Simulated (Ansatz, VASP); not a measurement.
## Ti6O in VASP and in Ansatz

Contents of INCAR:

```
PREC     = Accurate       # precision mode
ENCUT    = 910            # plane-wave cutoff, eV
EDIFF    = 1E-6           # SCF threshold, eV
ISMEAR   = 0              # smearing method
SIGMA    = 0.15           # smearing width, eV
LREAL    = F              # projectors in reciprocal space
LASPH    = T              # aspherical terms in the spheres
NELM     = 120            # most SCF steps
ALGO     = Normal         # electronic algorithm
ISIF     = 2              # what is computed and relaxed
LWAVE    = F              # write WAVECAR
LCHARG   = F              # write CHGCAR
GGA      = PS             # functional
NBANDS   = 48             # bands
GGA_COMPAT= F
```

Contents of KPOINTS:

```
regular mesh
0
Gamma
  12 12 8
```

POSCAR

```
Ti6O
1.0
    4.6482311629      0.0000000000      0.0000000000
   -2.3241155815      4.0254862698      0.0000000000
    0.0000000000      0.0000000000      5.0656903473
Ti O
6 1
Direct
    0.3313261834      0.0000000000      0.2594789601
    1.0000000000      0.3313261834      0.2594789601
    0.6686738166      0.6686738166      0.2594789601
    1.0000000000      0.6686738166      0.7405210399
    0.6686738166      0.0000000000      0.7405210399
    0.3313261834      0.3313261834      0.7405210399
    0.0000000000      0.0000000000      0.0000000000
```

Input for Ansatz:

```yaml
crystal:
  lattice:
    - [4.6482311629, 0.0, 0.0]
    - [-2.3241155815, 4.0254862698, 0.0]
    - [0.0, 0.0, 5.0656903473]
  atoms:
    - { symbol: Ti, position: [0.3313261834, 0.0, 0.2594789601] }
    - { symbol: Ti, position: [1.0, 0.3313261834, 0.2594789601] }
    - { symbol: Ti, position: [0.6686738166, 0.6686738166, 0.2594789601] }
    - { symbol: Ti, position: [1.0, 0.6686738166, 0.7405210399] }
    - { symbol: Ti, position: [0.6686738166, 0.0, 0.7405210399] }
    - { symbol: Ti, position: [0.3313261834, 0.3313261834, 0.7405210399] }
    - { symbol: O, position: [0.0, 0.0, 0.0] }
basis:
  ecutwfc: 420
kpoints:
  mp_grid: { grid: [12, 12, 8] }
hamiltonian:
  xc: pbesol
scf:
  occupations: { method: gaussian, width: 0.15 }
output:
  forces: true
  stress: true
  eigenvalues: true
```

Change from the starting cell: strain -0.080 along x and y, +0.080 along z, atoms carried along.

Alike in both runs: task single point; functional PBEsol; k mesh 12 × 12 × 8; occupations gaussian, width 0.15 eV; no spin polarisation.

|  | VASP | Ansatz |
| --- | --- | --- |
| version | VASP 6.6.1 | Ansatz 0.2.0 |
| potentials or method | VASP PAW PBE potentials, release 64 (Ti_sv, O_h), cutoff 910 eV | scalar-relativistic, plane waves, PAW |
| valence electrons in the cell | 78 | 78 |

|  | VASP | Ansatz | Ansatz less VASP |
| --- | --- | --- | --- |
| gap on the k mesh at the Fermi level (eV) | none | none | - |
| rms of the force components (eV/Å) | 0.199 | 0.186 | -0.0127 |

VASP's potentials were made for PBE, not for PBEsol. Atom by atom the forces differ by 0.023 eV/Å (rms over components). A gap of «none» marks a metal or a gap that the smearing closes.

Noted on VASP's run: the cutoff is under 1.25 times that of the potentials, so the pressure is a little rough.
